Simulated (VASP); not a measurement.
## Ir: single point with r2SCAN

The system is Ir.

```xyz
1
Lattice="0.0000 1.8621 1.9197 1.8621 0.0000 1.9197 1.8621 1.8621 0.0000" Properties=species:S:1:pos:R:3 pbc="T T T"
Ir    0.0000    0.0000    0.0000
```

This cell differs from its parent crystal: strain -0.030 along x and y, +0.000 along z.

```
Program             : VASP 6.6.1
Task                : single point
Functional          : r2SCAN
Potentials or basis : VASP PAW PBE potentials, release 64 (Ir_sv_GW)
Cutoff              : 620 eV
k mesh              : 22 × 22 × 22
Occupations         : gaussian, width 0.15 eV
Spin                : no spin polarisation
```

```json
{
  "Pressure": "28.1 GPa",
  "Band gap on the k mesh": "zero (an odd number of electrons rules out a gap without spin polarisation)"
}
```

Stress tensor (GPa, compression positive):
```
32.80  0.00  0.00
 0.00 32.80  0.00
 0.00  0.00 18.81
```

Levels at points of the mesh, in eV from the Fermi level:
```
           k point  band 4  band 5  band 6  band 7  band 8  band 9  band 10  band 11  band 12  band 13
(0.00, 0.00, 0.00)  -50.93  -12.14   -4.65   -4.19   -4.19   -1.67    -1.07    14.10    19.54    20.61
(0.50, 0.00, 0.00)  -51.05   -9.04   -4.76   -4.29   -0.80    0.97     1.21     8.43    13.84    20.29
(0.50, 0.50, 0.00)  -51.28   -8.94   -8.27    1.03    1.35    1.77     1.77    11.47    12.75    12.75
(0.50, 0.00, 0.50)  -51.32   -8.91   -8.30    0.96    1.57    2.04     2.06    11.97    12.39    12.41
```

Wall time 3.7 min on 1 thread of Intel(R) Xeon(R) 6975P-C (Granite Rapids) (shared host), peak memory 0.33 GiB.

Caveat: the cell differs from its parent crystal (strain -0.030 along x and y, +0.000 along z); the stress differs along the axes, from 19 to 33 GPa; the PAW data sets were made with another functional, which shifts forces and pressure a little; spin-orbit coupling is left out, which moves the levels of the heavy elements.
